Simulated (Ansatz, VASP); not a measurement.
# ZnO in VASP and in Ansatz

```
CELL_PARAMETERS angstrom
3.23535 0.00000 0.00000
-1.61768 2.80190 0.00000
0.00000 0.00000 5.21091
ATOMIC_POSITIONS crystal
Zn 0.33333 0.66667 0.49966
Zn 0.66667 0.33333 0.99966
O 0.66667 0.33333 0.37935
O 0.33333 0.66667 0.87935
```

Alike in both runs: task single point; functional PBE; k mesh 6 × 6 × 4; occupations methfessel-paxton of order 1, width 0.5 eV; no spin polarisation.

```csv
,VASP,Ansatz
version,VASP 6.6.1,Ansatz 0.2.0
potentials or method,"VASP PAW PBE potentials, release 64 (Zn, O)",plane waves
plane-wave cutoff (eV),520,420
valence electrons in the cell,36,36
```

Ansatz gave:

- pressure (GPa): 6.0
- traceless stress, the component that is largest in VASP (GPa): 0.17

Problem. What did VASP give for the same quantities?

Solution. Pressure (GPa): 7.0; traceless stress, the component that is largest in VASP (GPa): 0.16.

The functional is the same, so the differences come from potentials, cutoffs and numerics.
